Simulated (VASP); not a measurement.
# Be (P6_3/mmc) in VASP: a series of runs

Be is run at these levels: PBEsol; tasks: single point, relaxation of cell and atoms.

Program: VASP 6.6.1. These are calculated values, not measurements. Logs are shortened: lines on timing, memory, paths and dates and some standing lists are left out, and cuts for length are marked.

## 1. The cell of the first run

It takes space group P6_3/mmc (No. 194, hexagonal). The conventional cell has a = 2.306 Å, b = 2.306 Å, c = 7.346 Å, α = 90.00°, β = 90.00°, γ = 120.00°. Within 3.0 Å of Be (site symmetry -3m) lie 12 Be at 2.27 to 2.31 Å. Be (site symmetry -6m2) has 12 Be at 2.27 to 2.31 Å within 3.0 Å.

## 2. Single point, PBEsol (8.45 Å³/atom)

The input, INCAR:

```
SYSTEM = Be
PREC = Accurate
ENCUT = 520
EDIFF = 1E-6
ISMEAR = -1
SIGMA = 0.1
LREAL = .False.
LASPH = .True.
NELM = 80
ALGO = Normal
ISIF = 2
LWAVE = .False.
LCHARG = .False.
GGA = PS
NBANDS = 12
```

The input, KPOINTS:

```
regular mesh
0
Gamma
  18 18 5
  0 0 0
```

The input, POSCAR:

```
Be
1.0
    2.3056014942      0.0000000000      0.0000000000
   -1.1528007471      1.9967094650      0.0000000000
    0.0000000000      0.0000000000      7.3459824330
Be
4
Direct
    0.0000000000      0.0000000000      1.0000000000
    0.0000000000      0.0000000000      0.5000000000
    0.3333333333      0.6666666667      0.2500000000
    0.6666666667      0.3333333333      0.7500000000
```

Potentials or basis: VASP PAW PBE potentials, release 64 (Be).

Started as:

```bash
$ cat potpaw_PBE.64/Be/POTCAR > POTCAR
$ mpirun -np 1 vasp_std > vasp.out
```

OUTCAR:

```text
SYSTEM = Be
   PREC = Accurate
   ENCUT = 520
   EDIFF = 1E-6
   ISMEAR = -1
   LREAL = .False.
   LASPH = .True.
   NELM = 80
   ISIF = 2
   GGA = PS

 ion  position               nearest neighbor table
   1  0.000  0.000  0.000-   3 2.27   4 2.27   4 2.27   3 2.27   4 2.27   3 2.27
   2  0.000  0.000  0.500-   3 2.27   4 2.27   4 2.27   3 2.27   4 2.27   3 2.27
   3  0.333  0.667  0.250-   1 2.27   2 2.27   1 2.27   2 2.27   1 2.27   2 2.27
   4  0.667  0.333  0.750-   1 2.27   2 2.27   1 2.27   2 2.27   1 2.27   2 2.27

  LATTYP: Found a hexagonal cell.
 ALAT       =     2.3056014942
 C/A-ratio  =     3.1861457635

  Lattice vectors:

 A1 = (   2.3056014942,   0.0000000000,   0.0000000000)
 A2 = (  -1.1528007471,   1.9967094650,   0.0000000000)
 A3 = (   0.0000000000,   0.0000000000,   7.3459824330)

Analysis of symmetry for initial positions (statically):
=====================================================================
 Subroutine PRICEL returns:
 Original cell was already a primitive cell.

 Routine SETGRP: Setting up the symmetry group for a
 hexagonal supercell.

 Subroutine GETGRP returns: Found 24 space group operations
 (whereof 12 operations were pure point group operations)
 out of a pool of 24 trial point group operations.

The static configuration has the point symmetry D_3d.
 The point group associated with its full space group is D_6h.

Analysis of symmetry for dynamics (positions and initial velocities):
=====================================================================
 Subroutine PRICEL returns:
 Original cell was already a primitive cell.

 Routine SETGRP: Setting up the symmetry group for a
 hexagonal supercell.

 Subroutine GETGRP returns: Found 24 space group operations
 (whereof 12 operations were pure point group operations)
 out of a pool of 24 trial point group operations.

The dynamic configuration has the point symmetry D_3d.
 The point group associated with its full space group is D_6h.

 Subroutine INISYM returns: Found 24 space group operations
 (whereof 12 operations are pure point group operations),
 and found     1 'primitive' translations

----------------------------------------------------------------------------------------

                                     Primitive cell

  volume of cell :      33.8181

  direct lattice vectors                    reciprocal lattice vectors
     2.305601494  0.000000000  0.000000000     0.433726298  0.250411995  0.000000000
    -1.152800747  1.996709465  0.000000000     0.000000000  0.500823989  0.000000000
     0.000000000  0.000000000  7.345982433     0.000000000  0.000000000  0.136128831

  length of vectors
     2.305601494  2.305601494  7.345982433     0.500823989  0.500823989  0.136128831

  position of ions in fractional coordinates (direct lattice)
     0.000000000  0.000000000  0.000000000
     0.000000000  0.000000000  0.500000000
     0.333333333  0.666666667  0.250000000
     0.666666667  0.333333333  0.750000000

  ion indices of the primitive-cell ions
   primitive index   ion index
                 1           1
                 2           2
                 3           3
                 4           4

----------------------------------------------------------------------------------------

 KPOINTS: regular mesh

Automatic generation of k-mesh.
 Grid dimensions read from file:
 generate k-points for:   18   18    5

 Generating k-lattice:

  Cartesian coordinates                     Fractional coordinates (reciprocal lattice)
     0.024095905  0.013911777  0.000000000     0.055555556  0.000000000  0.000000000
     0.000000000  0.027823555  0.000000000     0.000000000  0.055555556  0.000000000
     0.000000000  0.000000000  0.027225766     0.000000000  0.000000000  0.200000000

  Length of vectors
     0.027823555  0.027823555  0.027225766

  Shift w.r.t. Gamma in fractional coordinates (k-lattice)
     0.000000000  0.000000000  0.000000000

 Subroutine IBZKPT returns following result:
 ===========================================

 Found    111 irreducible k-points:

 Following reciprocal coordinates:
            Coordinates               Weight
  0.000000  0.000000  0.000000      1.000000
  0.055556  0.000000  0.000000      6.000000
  0.111111  0.000000  0.000000      6.000000
  0.166667  0.000000  0.000000      6.000000
  0.222222 -0.000000  0.000000      6.000000
  0.277778 -0.000000  0.000000      6.000000
[... 16 lines left out ...]
  0.333333  0.111111  0.000000     12.000000
  0.388889  0.111111  0.000000     12.000000
 [... further k-points ...]
   k-points           NKPTS =    111   k-points in BZ     NKDIM =    111   number of bands    NBANDS=     12
   number of dos      NEDOS =    301   number of ions     NIONS =      4
   total plane-waves  NPLWV =  18144
   dimension x,y,z NGX =    18 NGY =   18 NGZ =   56
   dimension x,y,z NGXF=    36 NGYF=   36 NGZF=  112
   ions per type =               4
   NGX,Y,Z   is equivalent  to a cutoff of  12.98, 12.98, 12.67 a.u.
   NGXF,Y,Z  is equivalent  to a cutoff of  25.96, 25.96, 25.35 a.u.
 SYSTEM =  Be
   PREC   = accura    normal or accurate (medium, high low for compatibility)
   ISTART =      0    job   : 0-new  1-cont  2-samecut
   ICHARG =      2    charge: 1-file 2-atom 10-const
   ISPIN  =      1    spin polarized calculation?
   LNONCOLLINEAR =      F non collinear calculations
   LSORBIT =      F    spin-orbit coupling
   LASPH  =      T    aspherical Exc in radial PAW
   ENCUT  =  520.0 eV  38.22 Ry    6.18 a.u.   4.29  4.29 13.66*2*pi/ulx,y,z
   NELM   =     80;   NELMIN=  2; NELMDL= -5     # of ELM steps
   EDIFF  = 0.1E-05   stopping-criterion for ELM
   LREAL  =      F    real-space projection
[... 7 lines left out ...]
   TEBEG  =    0.0;   TEEND  =   0.0 temperature during run
   PSTRESS=    0.0 pullay stress
   NELECT =       8.0000    total number of electrons
   NUPDOWN=      -1.0000    fix difference up-down
   EMIN   =  10.00;   EMAX   =-10.00  energy-range for DOS
   EFERMI =   0.00;   METHOD = LEGACY
   ISMEAR =    -1;   SIGMA  =   0.10  broadening in eV -4-tet -1-fermi 0-gaus
   EFERMI_NEDOS =   21; number of points for ismear=-14 and -15
   IALGO  =     38    algorithm
   IMIX   =      4    mixing-type and parameters
     AMIX     =   0.40;   BMIX     =  1.00
     AMIX_MAG =   1.60;   BMIX_MAG =  1.00
  volume/ion in A,a.u.               =       8.45        57.05
  Fermi-wavevector in a.u.,A,eV,Ry     =   1.012485  1.913319 13.947677  1.025125
  Thomas-Fermi vector in A             =   2.145597
   LORBIT       =      0    0 simple, 1 ext, 2 COOP (PROOUT), +10 PAW based schemes
   GGA     = PS    functional components
   LHFCALC =     F    Hartree Fock is set to
   AEXX    =    0.0000 exact exchange contribution
   IVDW    =     0    specifies the selected vdW correction
   LEPSILON=     F    determine dielectric tensor
   LRPA    =     F    only Hartree local field effects (RPA)
 non-spin polarized calculation
  energy-cutoff  :      520.00
  volume of cell :       33.82
 maximum number of plane-waves:       945
 NGX is ok and might be reduce to    18
   NGX =  9   NGY =  9   NGZ = 27

 number of electron       8.0000000 magnetization

 Free energy of the ion-electron system (eV)
  ---------------------------------------------------
  ext. energy  EPLUGINS =         0.00000000
  ---------------------------------------------------
  free energy    TOTEN  =       -15.80654642 eV

  energy without entropy =      -15.79554570  energy(sigma->0) =      -15.80104606

 E-fermi :   6.6809     XC(G=0): -10.3919

 val. band max:        6.6730275721   @ k =   0.3333   0.2778   0.2000
 cond. band min:       6.8202121733   @ k =   0.3333   0.2778   0.4000
 fundamental gap:      0.1471846012
 Fermi energy:         6.6808590968

 k-point     1 :       0.0000    0.0000    0.0000
  band No.  band energies     occupation
      1      -4.4994      2.00000
      2      -2.4391      2.00000
      3      -2.4167      2.00000
      4       2.1504      2.00000
      5       7.1934      0.01182
      6      16.3152      0.00000
      7      16.3183      0.00000
      8      21.9729      0.00000
      9      21.9729      0.00000
     10      23.0778      0.00000
     11      23.0838      0.00000
     12      23.3805      0.00000

 k-point     2 :       0.0556    0.0000    0.0000
  band No.  band energies     occupation
      1      -4.4124      2.00000
      2      -2.3504      2.00000
      3      -2.3280      2.00000
      4       2.2623      2.00000
      5       7.2255      0.00858
      6      16.3415      0.00000
      7      16.3519      0.00000
      8      21.2298      0.00000
      9      21.3947      0.00000
     10      22.7491      0.00000
     11      22.9256      0.00000
     12      22.9397      0.00000

 k-point     3 :       0.1111    0.0000    0.0000
  band No.  band energies     occupation
      1      -4.1514      2.00000
      2      -2.0848      2.00000
      3      -2.0622      2.00000
      4       2.5977      2.00000
      5       7.3173      0.00344
      6      16.3641      0.00000
      7      16.4285      0.00000
      8      19.6108      0.00000
      9      20.3055      0.00000
     10      21.4261      0.00000
     11      21.5869      0.00000
     12      22.2662      0.00000
[... 286 lines left out ...]
 k-point    23 :       0.3333    0.1111    0.0000
  band No.  band energies     occupation
      1       0.0043      2.00000
      2       1.9462      2.00000
      3       1.9515      2.00000
      4       6.1637      1.98871
      5       7.6868      0.00009
      6       9.6868      0.00000
      7      10.2909      0.00000
      8      11.7053      0.00000
      9      13.9720      0.00000
     10      15.9036      0.00000
     11      16.3089      0.00000
     12      17.1046      0.00000

 k-point    24 :       0.3889    0.1111    0.0000
  band No.  band energies     occupation
      1       1.2239      2.00000
      2       2.8454      2.00000
      3       2.9166      2.00000
      4       4.8239      2.00000
      5       8.0676      0.00000
      6       8.3282      0.00000
      7       9.9450      0.00000
      8      11.8720      0.00000
      9      13.2417      0.00000
     10      13.8758      0.00000
     11      16.1272      0.00000
     12      16.9133      0.00000

 [... further k-points ...]
[... 5 lines left out ...]
  --------------------------------------------------------------------------------------
  -------------------------------------------------------------------------------------
  Total       -1.7020416     -1.7020416     -1.7127584     -0.0000000     -0.0000000      0.0000000
  in kB      -80.6365130    -80.6365130    -81.1442359     -0.0000000     -0.0000000      0.0000000
  external PRESSURE =     -80.8057540 kB  Pullay stress =       0.0000000 kB

 VOLUME and BASIS-vectors are now :
 -----------------------------------------------------------------------------
  energy-cutoff  :      520.00
  volume of cell :       33.82
      direct lattice vectors                 reciprocal lattice vectors
     2.305601494  0.000000000  0.000000000     0.433726298  0.250411995  0.000000000
    -1.152800747  1.996709465  0.000000000     0.000000000  0.500823989  0.000000000
     0.000000000  0.000000000  7.345982433     0.000000000  0.000000000  0.136128831

 POSITION                                       TOTAL-FORCE (eV/Angst)
 -----------------------------------------------------------------------------------
      0.00000      0.00000      0.00000         0.000000      0.000000      0.000000
      0.00000      0.00000      3.67299         0.000000      0.000000      0.000000
     -0.00000      1.33114      1.83650        -0.000000      0.000000      0.000000
      1.15280      0.66557      5.50949         0.000000     -0.000000     -0.000000
 -----------------------------------------------------------------------------------
    total drift:                               -0.000000      0.000000     -0.000000

  FREE ENERGIE OF THE ION-ELECTRON SYSTEM (eV)
  ---------------------------------------------------
  free  energy   TOTEN  =       -15.8065464166 eV

  energy  without entropy=      -15.7955457034  energy(sigma->0) =      -15.80104606
```

Wall time 17 s (1 thread of Intel Xeon Platinum 8488C (Sapphire Rapids), shared host); peak memory 0.16 GiB.

What came out:

```yaml
Free_energy: -15.8065 eV
Pressure: -8.1 GPa
Band_gap_on_the_k_mesh: zero (bands 4 and 5 overlap by 1.31 eV)
```

Levels at points of the mesh, in eV from the Fermi level:
| k point | band 1 | band 2 | band 3 | band 4 | band 5 | band 6 | band 7 | band 8 |
| --- | --- | --- | --- | --- | --- | --- | --- | --- |
| (0.00, 0.00, 0.00) | -11.18 | -9.12 | -9.10 | -4.53 | 0.51 | 9.63 | 9.64 | 15.29 |
| (0.50, 0.00, 0.00) | -4.89 | -4.00 | -3.62 | -2.76 | 0.91 | 0.91 | 3.88 | 5.58 |

Caveat: the cell stands under tension; the PAW data sets were made with another functional, which shifts forces and pressure a little.

## 3. Single point, PBEsol (8.77 Å³/atom)

This run uses another cell than the first one, of 8.77 Å³/atom.

The input, INCAR:

```
SYSTEM = Be
ALGO = Normal
EDIFF = 1E-6
ENCUT = 520
GGA = PS
ISIF = 2
ISMEAR = -1
LASPH = .TRUE.
LCHARG = .FALSE.
LREAL = .FALSE.
LWAVE = .FALSE.
NBANDS = 12
NELM = 100
PREC = Accurate
SIGMA = 0.1
```

The input, KPOINTS:

```
k-points
0
G
  18 18 5
  0 0 0
```

The input, POSCAR:

```
Be
1.0
    2.3337213570      0.0000000000      0.0000000000
   -1.1668606785      2.0210619805      0.0000000000
    0.0000000000      0.0000000000      7.4355764145
Be
4
Direct
    0.0000000000      0.0000000000      1.0000000000
    0.0000000000      0.0000000000      0.5000000000
    0.3333333333      0.6666666667      0.2500000000
    0.6666666667      0.3333333333      0.7500000000
```

Potentials or basis: VASP PAW PBE potentials, release 64 (Be).

Started as:

```bash
$ cat potpaw_PBE.64/Be/POTCAR > POTCAR
$ mpirun -np 1 vasp_std > vasp.out
```

It took 17 s on 1 thread of Intel Xeon Platinum 8488C (Sapphire Rapids), shared host; peak memory 0.16 GiB.

It converged, with:

- Free energy: -15.7303 eV
- Pressure: -11.3 GPa
- Band gap on the k mesh: zero (bands 4 and 5 overlap by 1.27 eV)

Stress tensor (GPa, compression positive):
```
-11.18   0.00   0.00
  0.00 -11.18   0.00
  0.00   0.00 -11.67
```

Levels at points of the mesh, in eV from the Fermi level:
| k point | band 1 | band 2 | band 3 | band 4 | band 5 | band 6 | band 7 | band 8 | band 9 |
| --- | --- | --- | --- | --- | --- | --- | --- | --- | --- |
| (0.00, 0.00, 0.00) | -10.99 | -8.95 | -8.93 | -4.41 | 0.40 | 9.36 | 9.36 | 14.85 | 14.85 |
| (0.50, 0.00, 0.00) | -4.76 | -3.92 | -3.52 | -2.72 | 0.80 | 0.81 | 3.79 | 5.45 | 6.38 |

Caveat: the cell stands under tension; the PAW data sets were made with another functional, which shifts forces and pressure a little.

## 4. Single point, PBEsol

This run uses another cell than the first one, of 7.83 Å³/atom.

The input, INCAR:

```
PREC = Accurate ; ENCUT = 520
EDIFF = 1E-7 ; ISMEAR = -1
SIGMA = 0.1 ; LREAL = F
LASPH = T ; NELM = 60
ALGO = Normal ; ISIF = 2
LWAVE = F ; LCHARG = F
GGA = PS ; NBANDS = 12
```

The input, KPOINTS:

```
Automatic mesh
0
Gamma
  21 21 6
```

The input, POSCAR:

```
Be
1.0
    2.2472065555      0.0000000000      0.0000000000
   -1.1236032778      1.9461379646      0.0000000000
    0.0000000000      0.0000000000      7.1599276462
Be
4
Direct
    0.0000000000      0.0000000000      1.0000000000
    0.0000000000      0.0000000000      0.5000000000
    0.3333333333      0.6666666667      0.2500000000
    0.6666666667      0.3333333333      0.7500000000
```

Started as:

```bash
$ cat potpaw_PBE.64/Be/POTCAR > POTCAR
$ mpirun -np 1 vasp_std > vasp.out
```

Run time: 32 s. Hardware: 1 thread of Intel Xeon Platinum 8488C (Sapphire Rapids), shared host; peak memory 0.18 GiB.

It converged, with:

| Item | Value |
| --- | --- |
| Free energy | -15.8705 eV |
| Pressure | 0.4 GPa |
| Band gap on the k mesh | zero (bands 4 and 5 overlap by 1.63 eV) |

Stress tensor (GPa, compression positive):
```
0.22 0.00 0.00
0.00 0.22 0.00
0.00 0.00 0.71
```

Levels at points of the mesh, in eV from the Fermi level:
```csv
k point,band 1,band 2,band 3,band 4,band 5,band 6,band 7,band 8
"(0.00, 0.00, 0.00)",-11.55,-9.43,-9.40,-4.76,0.81,10.29,10.30,16.31
"(0.00, 0.00, 0.50)",-11.01,-11.01,-6.86,-6.86,4.16,4.16,16.68,16.68
```

Caveat: the PAW data sets were made with another functional, which shifts forces and pressure a little.

## 5. Relaxation of cell and atoms, PBEsol

This run uses another cell than the first one, of 8.11 Å³/atom.

The input, INCAR:

```
SYSTEM = Be
PREC     = Accurate       ! precision mode
ENCUT    = 600            ! plane-wave cutoff, eV
EDIFF    = 1E-6           ! SCF threshold, eV
ISMEAR   = -1             ! smearing method
SIGMA    = 0.1            ! smearing width, eV
LREAL    = .FALSE.        ! projectors in reciprocal space
LASPH    = .TRUE.         ! aspherical terms in the spheres
NELM     = 100            ! most SCF steps
ALGO     = Normal         ! electronic algorithm
ISIF     = 3              ! what is computed and relaxed
LWAVE    = .FALSE.        ! write WAVECAR
LCHARG   = .FALSE.        ! write CHGCAR
GGA      = PS             ! functional
IBRION   = 2              ! ionic algorithm
NSW      = 80             ! ionic steps
EDIFFG   = -0.01          ! ionic threshold
```

The input, KPOINTS:

```
Automatic mesh
0
G
  16 16 5
  0 0 0
```

The input, POSCAR:

```
Be
1.0
    2.2554104699      0.0000000000      0.0000000000
   -1.1277052350      1.9532427629      0.0000000000
    0.0000000000      0.0000000000      7.3661705948
Be
4
Direct
    0.0000000000      0.0000000000      0.0000000000
    0.0000000000      0.0000000000      0.5000000000
    0.3333333333      0.6666666667      0.2500000000
    0.6666666667      0.3333333333      0.7500000000
```

Started as:

```bash
$ cat potpaw_PBE.64/Be/POTCAR > POTCAR
$ mpirun -np 1 vasp_std > vasp.out
```

It took 19 s on 1 thread of Intel Xeon Platinum 8488C (Sapphire Rapids), shared host; peak memory 0.16 GiB.

Results (log left out):

* Free energy: -15.8795 eV
* Relaxed volume: 7.86 Å³/atom
* Relaxed cell: a = 2.250 Å, b = 2.250 Å, c = 7.167 Å, α = 90.00°, β = 90.00°, γ = 120.00°
* Space group after relaxing (to 0.1 Å): P6_3/mmc (No. 194)
* Energy gained by relaxing: 7.3 meV/atom
* Ionic steps: 3
* Pressure after relaxing: -0.1 GPa
* Band gap on the k mesh: zero (bands 4 and 5 overlap by 1.55 eV)

Stress tensor (GPa, compression positive):
```
-0.16  0.00  0.00
 0.00 -0.16  0.00
 0.00  0.00 -0.02
```

The path:
```
step  energy change (eV)  largest force (eV/Å)  pressure (GPa)  volume (Å³)
   1              0.0000                0.0000           -3.96        32.45
   2             -0.0291                0.0000           -0.44        31.51
   3             -0.0293                0.0000           -0.11        31.43
```

Final structure:
```
Be
1.0
     2.25047    0.00000    0.00000
    -1.12524    1.94897    0.00000
     0.00000    0.00000    7.16674
Be
4
Cartesian
  0.0000 0.0000 7.1667
  0.0000 0.0000 3.5834
  0.0000 1.2993 1.7917
  1.1252 0.6497 5.3751
```

Levels at points of the mesh, in eV from the Fermi level:
```csv
k point,band 2,band 3,band 4,band 5,band 6,band 7
"(0.00, 0.00, 0.00)",-9.32,-9.29,-4.65,0.90,10.37,10.37
"(0.50, 0.00, 0.00)",-4.03,-3.70,-2.73,1.25,1.28,4.21
```

Caveat: the PAW data sets were made with another functional, which shifts forces and pressure a little.

## 6. Overview

| task | cell | k mesh | cutoff (eV) | gap on the mesh (eV) | pressure (GPa) |
| --- | --- | --- | --- | --- | --- |
| single point | a = 2.306, b = 2.306, c = 7.346 Å, angles 90.0, 90.0, 120.0°, 4 atoms | 18 × 18 × 5 | 520 | none | -8.1 |
| single point | a = 2.334, b = 2.334, c = 7.436 Å, angles 90.0, 90.0, 120.0°, 4 atoms | 18 × 18 × 5 | 520 | none | -11.3 |
| single point | a = 2.247, b = 2.247, c = 7.160 Å, angles 90.0, 90.0, 120.0°, 4 atoms | 21 × 21 × 6 | 520 | none | 0.4 |
| relaxation of cell and atoms | relaxed from a = 2.255, b = 2.255, c = 7.366 Å, angles 90.0, 90.0, 120.0°, 4 atoms | 16 × 16 × 5 | 600 | none | -0.1 |

Alike in all rows: level PBEsol; potentials or basis VASP PAW PBE potentials, release 64 (Be); no spin polarisation; smearing fermi-dirac 0.1 eV.

Caveats: the PAW data sets were made with another functional, which shifts forces and pressure a little; the cell stands under tension (at least some runs).

Absolute energies hang on the potentials; compare differences alone.

The gap in the log of VASP goes by the Fermi energy; the results here count the filled bands.